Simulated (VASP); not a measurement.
# NaH (Fm-3m) in VASP: notebook, part 3 of 3

VASP 6.6.1. Earlier steps stand in the parts before.

### 5 Single point, PBE (volume changed by +10%)

INCAR

```
  PREC = Accurate
  ENCUT = 500
  EDIFF = 1E-6
  ISMEAR = 0
  SIGMA = 0.01
  LREAL = F
  LASPH = T
  NELM = 120
  ALGO = Normal
  ISIF = 2
  LWAVE = F
  LCHARG = F
  GGA = PE
  NBANDS = 11
  GGA_COMPAT = F
```

KPOINTS

```
regular mesh
0
Gamma
  6 6 6
```

POSCAR

```
NaH
1.0
    0.0000000000      2.4749046324      2.4749046324
    2.4749046324      0.0000000000      2.4749046324
    2.4749046324      2.4749046324      0.0000000000
Na H
1 1
Direct
    0.0000000000      0.0000000000      0.0000000000
    0.5000000000      0.5000000000      0.5000000000
```

Potentials or basis: VASP PAW PBE potentials, release 64 (Na_pv, H).

On the command line:

```console
$ cat potpaw_PBE.64/Na_pv/POTCAR potpaw_PBE.64/H/POTCAR > POTCAR
$ mpirun -np 1 vasp_std > vasp.out
```

OUTCAR:

```text
PREC = Accurate
   ENCUT = 500
   EDIFF = 1E-6
   ISMEAR = 0
   LREAL = F
   LASPH = T
   NELM = 120
   ISIF = 2
   GGA = PE

 ion  position               nearest neighbor table
   1  0.000  0.000  0.000-
   2  0.500  0.500  0.500-

  LATTYP: Found a face centered cubic cell.
 ALAT       =     4.9498092648

  Lattice vectors:

 A1 = (   0.0000000000,   2.4749046324,   2.4749046324)
 A2 = (   2.4749046324,   0.0000000000,   2.4749046324)
 A3 = (   2.4749046324,   2.4749046324,   0.0000000000)

Analysis of symmetry for initial positions (statically):
=====================================================================
 Subroutine PRICEL returns:
 Original cell was already a primitive cell.

 Routine SETGRP: Setting up the symmetry group for a
 face centered cubic supercell.

 Subroutine GETGRP returns: Found 48 space group operations
 (whereof 48 operations were pure point group operations)
 out of a pool of 48 trial point group operations.

The static configuration has the point symmetry O_h .

Analysis of symmetry for dynamics (positions and initial velocities):
=====================================================================
 Subroutine PRICEL returns:
 Original cell was already a primitive cell.

 Routine SETGRP: Setting up the symmetry group for a
 face centered cubic supercell.

 Subroutine GETGRP returns: Found 48 space group operations
 (whereof 48 operations were pure point group operations)
 out of a pool of 48 trial point group operations.

The dynamic configuration has the point symmetry O_h .

 Subroutine INISYM returns: Found 48 space group operations
 (whereof 48 operations are pure point group operations),
 and found     1 'primitive' translations

----------------------------------------------------------------------------------------

                                     Primitive cell

  volume of cell :      30.3183

  direct lattice vectors                    reciprocal lattice vectors
     0.000000000  2.474904632  2.474904632    -0.202027987  0.202027987  0.202027987
     2.474904632  0.000000000  2.474904632     0.202027987 -0.202027987  0.202027987
     2.474904632  2.474904632  0.000000000     0.202027987  0.202027987 -0.202027987

  length of vectors
     3.500043697  3.500043697  3.500043697     0.349922737  0.349922737  0.349922737

  position of ions in fractional coordinates (direct lattice)
     0.000000000  0.000000000  0.000000000
     0.500000000  0.500000000  0.500000000

  ion indices of the primitive-cell ions
   primitive index   ion index
                 1           1
                 2           2

----------------------------------------------------------------------------------------

 KPOINTS: regular mesh

Automatic generation of k-mesh.
 Grid dimensions read from file:
 generate k-points for:    6    6    6

 Generating k-lattice:

  Cartesian coordinates                     Fractional coordinates (reciprocal lattice)
    -0.033671331  0.033671331  0.033671331     0.166666667  0.000000000  0.000000000
     0.033671331 -0.033671331  0.033671331     0.000000000  0.166666667  0.000000000
     0.033671331  0.033671331 -0.033671331     0.000000000  0.000000000  0.166666667

  Length of vectors
     0.058320456  0.058320456  0.058320456

  Shift w.r.t. Gamma in fractional coordinates (k-lattice)
     0.000000000  0.000000000  0.000000000

 Subroutine IBZKPT returns following result:
 ===========================================

 Found     16 irreducible k-points:

 Following reciprocal coordinates:
            Coordinates               Weight
  0.000000  0.000000  0.000000      1.000000
  0.166667  0.000000  0.000000      8.000000
  0.333333  0.000000  0.000000      8.000000
  0.500000  0.000000  0.000000      4.000000
  0.166667  0.166667  0.000000      6.000000
  0.333333  0.166667  0.000000     24.000000
[... 8 lines left out ...]
 -0.333333  0.333333  0.166667     24.000000
 -0.333333  0.500000  0.166667     12.000000
   k-points           NKPTS =     16   k-points in BZ     NKDIM =     16   number of bands    NBANDS=     11
   number of dos      NEDOS =    301   number of ions     NIONS =      2
   total plane-waves  NPLWV =  21952
   dimension x,y,z NGX =    28 NGY =   28 NGZ =   28
   dimension x,y,z NGXF=    56 NGYF=   56 NGZF=   56
   ions per type =               1   1
   NGX,Y,Z   is equivalent  to a cutoff of  13.30, 13.30, 13.30 a.u.
   NGXF,Y,Z  is equivalent  to a cutoff of  26.60, 26.60, 26.60 a.u.
 SYSTEM =  unknown system
   PREC   = accura    normal or accurate (medium, high low for compatibility)
   ISTART =      0    job   : 0-new  1-cont  2-samecut
   ICHARG =      2    charge: 1-file 2-atom 10-const
   ISPIN  =      1    spin polarized calculation?
   LNONCOLLINEAR =      F non collinear calculations
   LSORBIT =      F    spin-orbit coupling
   LASPH  =      T    aspherical Exc in radial PAW
   ENCUT  =  500.0 eV  36.75 Ry    6.06 a.u.   6.38  6.38  6.38*2*pi/ulx,y,z
   NELM   =    120;   NELMIN=  2; NELMDL= -5     # of ELM steps
   EDIFF  = 0.1E-05   stopping-criterion for ELM
   LREAL  =      F    real-space projection
   EDIFFG = 0.1E-04   stopping-criterion for IOM
   NSW    =      0    number of steps for IOM
   IBRION =     -1    ionic relax: 0-MD 1-quasi-New 2-CG
   NFREE  =      0    steps in history (QN), initial steepest desc. (CG)
   ISIF   =      2    stress and relaxation
   ISYM   =      2    0-nonsym 1-usesym 2-fastsym
   POTIM  = 0.5000    time-step for ionic-motion
   TEBEG  =    0.0;   TEEND  =   0.0 temperature during run
   PSTRESS=    0.0 pullay stress
   NELECT =       8.0000    total number of electrons
   NUPDOWN=      -1.0000    fix difference up-down
   EMIN   =  10.00;   EMAX   =-10.00  energy-range for DOS
   EFERMI =   0.00;   METHOD = LEGACY
   ISMEAR =     0;   SIGMA  =   0.01  broadening in eV -4-tet -1-fermi 0-gaus
   EFERMI_NEDOS =   21; number of points for ismear=-14 and -15
   IALGO  =     38    algorithm
   IMIX   =      4    mixing-type and parameters
     AMIX     =   0.40;   BMIX     =  1.00
     AMIX_MAG =   1.60;   BMIX_MAG =  1.00
  volume/ion in A,a.u.               =      15.16       102.30
  Fermi-wavevector in a.u.,A,eV,Ry     =   1.050033  1.984275 15.001371  1.102570
  Thomas-Fermi vector in A             =   2.185020
   LORBIT       =      0    0 simple, 1 ext, 2 COOP (PROOUT), +10 PAW based schemes
   GGA     = PE    functional components
   LHFCALC =     F    Hartree Fock is set to
   AEXX    =    0.0000 exact exchange contribution
   IVDW    =     0    specifies the selected vdW correction
   LEPSILON=     F    determine dielectric tensor
   LRPA    =     F    only Hartree local field effects (RPA)
 non-spin polarized calculation
 Gauss-broadening in eV      SIGMA  =   0.01
  energy-cutoff  :      500.00
  volume of cell :       30.32
 maximum number of plane-waves:       785
 NGX is ok and might be reduce to    28
   NGX = 13   NGY = 13   NGZ = 13

 number of electron       8.0000003 magnetization

 Free energy of the ion-electron system (eV)
  ---------------------------------------------------
  ext. energy  EPLUGINS =         0.00000000
  ---------------------------------------------------
  free energy    TOTEN  =        -5.07757560 eV

  energy without entropy =       -5.07757560  energy(sigma->0) =       -5.07757560

 E-fermi :  -1.3194     XC(G=0):  -7.5327

 val. band max:       -1.3736351742   @ k =  -0.3333   0.5000   0.1667
 cond. band min:       2.3100554058   @ k =   0.5000   0.0000   0.0000
 fundamental gap:      3.6836905800
 Fermi energy:        -1.3194071167

 k-point     1 :       0.0000    0.0000    0.0000
  band No.  band energies     occupation
      1     -23.5652      2.00000
      2     -23.5652      2.00000
      3     -23.5652      2.00000
      4      -4.7507      2.00000
      5       8.4708      0.00000
      6      13.7426      0.00000
      7      13.7426      0.00000
      8      13.7426      0.00000
      9      14.4320      0.00000
     10      14.4320      0.00000
     11      14.4320      0.00000
[... 197 lines left out ...]
 k-point    16 :      -0.3333    0.5000    0.1667
  band No.  band energies     occupation
      1     -23.6204      2.00000
      2     -23.6003      2.00000
      3     -23.5913      2.00000
      4      -1.3736      2.00000
      5       3.7654      0.00000
      6       5.5763      0.00000
      7       6.9463      0.00000
      8      12.9662      0.00000
      9      13.0890      0.00000
     10      18.4777      0.00000
     11      18.8134      0.00000

------------------------ aborting loop because EDIFF is reached ----------------------------------------

  FORCE on cell =-STRESS in cart. coord.  units (eV):
  Direction    XX          YY          ZZ          XY          YZ          ZX
  --------------------------------------------------------------------------------------
  -------------------------------------------------------------------------------------
  Total       -0.2922784     -0.2922784     -0.2922784     -0.0000000      0.0000000     -0.0000000
  in kB      -15.4454989    -15.4454989    -15.4454989     -0.0000000      0.0000000     -0.0000000
  external PRESSURE =     -15.4454989 kB  Pullay stress =       0.0000000 kB

 VOLUME and BASIS-vectors are now :
 -----------------------------------------------------------------------------
  energy-cutoff  :      500.00
  volume of cell :       30.32
      direct lattice vectors                 reciprocal lattice vectors
     0.000000000  2.474904632  2.474904632    -0.202027987  0.202027987  0.202027987
     2.474904632  0.000000000  2.474904632     0.202027987 -0.202027987  0.202027987
     2.474904632  2.474904632  0.000000000     0.202027987  0.202027987 -0.202027987

 POSITION                                       TOTAL-FORCE (eV/Angst)
 -----------------------------------------------------------------------------------
      0.00000      0.00000      0.00000         0.000000      0.000000      0.000000
      2.47490      2.47490      2.47490        -0.000000     -0.000000     -0.000000
 -----------------------------------------------------------------------------------
    total drift:                               -0.000000     -0.000000     -0.000000

  FREE ENERGIE OF THE ION-ELECTRON SYSTEM (eV)
  ---------------------------------------------------
  free  energy   TOTEN  =        -5.0775755984 eV

  energy  without entropy=       -5.0775755984  energy(sigma->0) =       -5.07757560
```

OSZICAR:

```text
N       E                     dE             d eps       ncg     rms          rms(c)
DAV:   1     0.355820187038E+02    0.35582E+02   -0.44330E+03   352   0.682E+02
DAV:   2    -0.425130144132E+01   -0.39833E+02   -0.39396E+02   358   0.188E+02
DAV:   3    -0.549236229663E+01   -0.12411E+01   -0.12399E+01   423   0.326E+01
DAV:   4    -0.550036388144E+01   -0.80016E-02   -0.80010E-02   431   0.262E+00
DAV:   5    -0.550044749768E+01   -0.83616E-04   -0.83609E-04   406   0.275E-01    0.314E+00
DAV:   6    -0.516048467194E+01    0.33996E+00   -0.35555E-01   396   0.266E+00    0.143E+00
DAV:   7    -0.507242477041E+01    0.88060E-01   -0.33520E-01   388   0.204E+00    0.360E-01
DAV:   8    -0.507770092344E+01   -0.52762E-02   -0.10709E-02   370   0.915E-01    0.715E-02
DAV:   9    -0.507758466894E+01    0.11625E-03   -0.13246E-03   417   0.353E-01    0.227E-02
DAV:  10    -0.507757206267E+01    0.12606E-04   -0.68472E-05   402   0.507E-02    0.459E-03
DAV:  11    -0.507757585358E+01   -0.37909E-05   -0.67660E-06   390   0.115E-02    0.307E-03
DAV:  12    -0.507757559837E+01    0.25521E-06   -0.23600E-07   281   0.341E-03
   1 F= -.50775756E+01 E0= -.50775756E+01  d E =-.530801E-16
```

stdout:

```text
POSCAR found type information on POSCAR NaH
 POSCAR found :  2 types and       2 ions
 scaLAPACK will be used
 LDA part: xc-table for (Slater+PW92), standard interpolation
 POSCAR, INCAR and KPOINTS ok, starting setup
 FFT: planning ... GRIDC
 FFT: planning ... GRID_SOFT
 FFT: planning ... GRID
 WAVECAR not read
 entering main loop
```

Run time: 8.7 s. Hardware: 1 thread of Intel Xeon 8259CL, shared host; peak memory 0.14 GiB.

Results:

- Free energy: -5.0776 eV
- Pressure: -1.5 GPa
- Band gap on the k mesh: 3.68 eV, indirect (least direct gap 4.46 eV)

 A k mesh can miss the band edges.

### 6 Summary

| cell | gap on the mesh (eV) | pressure (GPa) |
| --- | --- | --- |
| a = 3.333 Å, angles 60.0°, 2 atoms | 3.94 | 1.9 |
| a = 3.274 Å, angles 60.0°, 2 atoms | 4.04 | 3.7 |
| a = 3.446 Å, angles 60.0°, 2 atoms | 3.76 | -0.6 |
| a = 3.500 Å, angles 60.0°, 2 atoms | 3.68 | -1.5 |

Alike in all rows: task single point; level PBE; potentials or basis VASP PAW PBE potentials, release 64 (Na_pv, H); no spin polarisation; k mesh 6 × 6 × 6; cutoff (eV) 500; smearing gaussian 0.01 eV.

Total energies depend on the potentials used, so only differences within one code and one set of settings carry meaning.
